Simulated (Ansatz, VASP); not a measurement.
Zr in VASP and in Ansatz

Contents of INCAR:

```
SYSTEM = Zr
PREC     = Accurate       ! precision mode
ENCUT    = 500            ! plane-wave cutoff, eV
EDIFF    = 1E-6           ! SCF threshold, eV
ISMEAR   = 0              ! smearing method
SIGMA    = 0.1            ! smearing width, eV
LREAL    = .False.        ! projectors in reciprocal space
LASPH    = .True.         ! aspherical terms in the spheres
NELM     = 120            ! most SCF steps
ALGO     = Normal         ! electronic algorithm
ISIF     = 2              ! what is computed and relaxed
LWAVE    = .False.        ! write WAVECAR
LCHARG   = .False.        ! write CHGCAR
GGA      = B5             ! functional
ALDAX    = 1.0          
AGGAX    = 1.0          
AGGAC    = 1.0          
ALDAC    = 0.0          
NBANDS   = 12             ! bands
GGA_COMPAT= .False.
```

File KPOINTS:

```
Automatic mesh
0
Gamma
  10 10 10
  0 0 0
```

The input POSCAR:

```
Zr
1.0
    0.0000000000      2.2646202716      2.2646202716
    2.2646202716      0.0000000000      2.2646202716
    2.2646202716      2.2646202716      0.0000000000
Zr
1
Direct
    0.0000000000      0.0000000000      0.0000000000
```

Input for Ansatz:

```yaml
crystal:
  lattice:
    - [0.0, 2.2646202716, 2.2646202716]
    - [2.2646202716, 0.0, 2.2646202716]
    - [2.2646202716, 2.2646202716, 0.0]
  atoms:
    - { symbol: Zr, position: [0.0, 0.0, 0.0] }
basis: {}
kpoints:
  mp_grid: { grid: [10, 10, 10] }
  band_path: { path: [[0, 0, 0], [0.5, 0, 0], [0.5, 0.5, 0.5]], npoints: 8 }
hamiltonian:
  xc: blyp
  pseudopotentials: { kind: paw, source: ansatz }
scf:
  occupations: { method: gaussian }
  n_extra_bands: 1
  convergence: { dr2_threshold: "1e-2 eV" }
output:
  forces: true
  stress: true
  eigenvalues: true
```

Alike in both runs: task single point; functional BLYP; k mesh 10 × 10 × 10; no spin polarisation.

|  | VASP | Ansatz |
| --- | --- | --- |
| version | VASP 6.6.1 | Ansatz 0.2.0 |
| potentials or method | VASP PAW PBE potentials, release 64 (Zr_sv) | scalar-relativistic, plane waves, PAW (harder set) |
| plane-wave cutoff (eV) | 500 | 420 |
| occupations | gaussian, width 0.1 eV | gaussian |
| valence electrons in the cell | 12 | 12 |

```csv
,VASP,Ansatz,Ansatz less VASP
gap on the k mesh at the Fermi level (eV),none,none,-
pressure (GPa),3.2,3.1,-0.11
```

VASP's potentials were made for PBE, not for BLYP. A gap of «none» marks a metal or a gap that the smearing closes. Ansatz's warnings: force scf threshold loose, stress scf threshold loose.
